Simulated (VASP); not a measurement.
**LiBe: single point with LDA**

LiBe:

```
Be Li
1.0
     2.29599    0.00000    0.00000
     0.00000    3.61277    0.00000
    -0.40174    0.00000    5.51353
Be Li
2 2
Direct
  0.24358 0.75000 0.42383
  0.75642 0.25000 0.57617
  0.26315 0.75000 0.84514
  0.73685 0.25000 0.15486
```

```json
{
  "Program": "VASP 6.6.1",
  "Task": "single point",
  "Functional": "LDA",
  "Potentials or basis": "VASP PAW LDA potentials, release 64 (Be, Li_sv)",
  "Cutoff": "750 eV",
  "k mesh": "19 × 12 × 8",
  "Occupations": "gaussian, width 0.1 eV",
  "Spin": "no spin polarisation"
}
```

```json
{
  "Pressure": "-3.1 GPa",
  "Largest force": "0.095 eV/Å",
  "Band gap on the k mesh": "zero (bands 5 and 6 overlap by 5.36 eV)"
}
```

Forces on the atoms (eV/Å):
```
Be   0.001  0.000  0.095
Be  -0.001  0.000 -0.095
Li  -0.001  0.000 -0.089
Li   0.001  0.000  0.089
```

Stress tensor (GPa, compression positive):
```
-3.11  0.00  0.15
 0.00 -3.16  0.00
 0.15  0.00 -2.97
```

Levels at points of the mesh, in eV from the Fermi level:
```csv
k point,band 1,band 2,band 3,band 4,band 5,band 6,band 7,band 8,band 9,band 10
"(0.00, 0.00, 0.00)",-45.17,-45.12,-7.35,-2.92,-2.05,-0.67,4.53,5.67,5.98,6.71
"(0.00, 0.50, 0.00)",-45.15,-45.15,-5.30,-5.30,-1.93,-1.93,2.47,2.47,10.83,10.83
"(0.00, 0.00, 0.50)",-45.17,-45.12,-7.26,-4.17,-0.46,1.03,2.40,3.41,5.28,9.67
"(0.00, 0.50, 0.50)",-45.15,-45.15,-5.23,-5.23,-2.33,-2.33,4.08,4.08,7.29,7.29
```

It took 2.1 min on 1 thread of Intel(R) Xeon(R) 6975P-C (Granite Rapids), with other jobs on the host, peak memory 0.53 GiB.

Caveat: the cell stands under tension.
